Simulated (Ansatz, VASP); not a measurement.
Ti: VASP beside Ansatz

```
Ti
1.0
     4.42518    0.00000    0.00000
    -2.21259    3.83232    0.00000
     0.00000    0.00000    3.00986
Ti
3
Direct
  0.00000 0.00000 0.00000
  0.33333 0.66667 0.50000
  0.66667 0.33333 0.50000
```

Alike in both runs: task single point; functional r2SCAN; k mesh 12 × 12 × 18; occupations gaussian, width 0.15 eV; no spin polarisation.

|  | VASP | Ansatz |
| --- | --- | --- |
| version | VASP 6.6.1 | Ansatz 0.2.0 |
| potentials or method | VASP PAW PBE potentials, release 64 (Ti_sv), cutoff 520 eV | scalar-relativistic, plane waves, PAW |
| valence electrons in the cell | 36 | 36 |

VASP gave:

- gap on the k mesh at the Fermi level (eV): none
- pressure (GPa): 0.3
- traceless stress, the component that is largest in VASP (GPa): -11.53

**Question.** Estimate Ansatz's values.

**Answer.** gap on the k mesh at the Fermi level (eV): none; pressure (GPa): -0.2; traceless stress, the component that is largest in VASP (GPa): -11.43.

VASP's potentials were made for PBE, not for r2SCAN. A gap of «none» marks a metal or a gap that the smearing closes.
